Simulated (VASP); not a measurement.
Wanted: the native input for a VASP 6.6.1 run.

| Item | Value |
| --- | --- |
| Task | single point |
| Functional | LDA |
| Potentials or basis | VASP PAW LDA potentials, release 64 (Pb_d, S) |
| Cutoff | 520 eV |
| k mesh | 7 × 7 × 7 |
| Occupations | fermi-dirac, width 0.01 eV |
| Spin | no spin polarisation |
| Dipole correction | no |
| Further INCAR settings | ALGO = Normal; EDIFF = 1e-07; NBANDS = 17 |

The structure of PbS lies in POSCAR:

```
PbS
1.0
    0.0000000000      3.0040176323      3.0040176323
    3.0040176323      0.0000000000      3.0040176323
    3.0040176323      3.0040176323      0.0000000000
Pb S
1 1
Direct
    0.0000000000      0.0000000000      0.0000000000
    0.5000000000      0.5000000000      0.5000000000
```

This cell differs from its parent crystal: volume scaled by 1.04.

The input as run:

INCAR

```
SYSTEM = PbS
  PREC = Accurate
  ENCUT = 520
  EDIFF = 1E-7
  ISMEAR = -1
  SIGMA = 0.01
  LREAL = .False.
  LASPH = .True.
  NELM = 80
  ALGO = Normal
  ISIF = 2
  LWAVE = .False.
  LCHARG = .True.
  LELF = .True.
  LVHAR = .True.
  NBANDS = 17
```

KPOINTS

```
Automatic mesh
0
Gamma
  7 7 7
  0 0 0
```

Potentials or basis: VASP PAW LDA potentials, release 64 (Pb_d, S).

Command:

```console
$ cat potpaw_LDA.64/Pb_d/POTCAR potpaw_LDA.64/S/POTCAR > POTCAR
$ mpirun -np 1 vasp_std > vasp.out
```

Results of the run:

* Pressure: -4.5 GPa

Wall time 23 s on 1 thread of Intel Xeon 8259CL, on a shared host, peak memory 0.16 GiB.
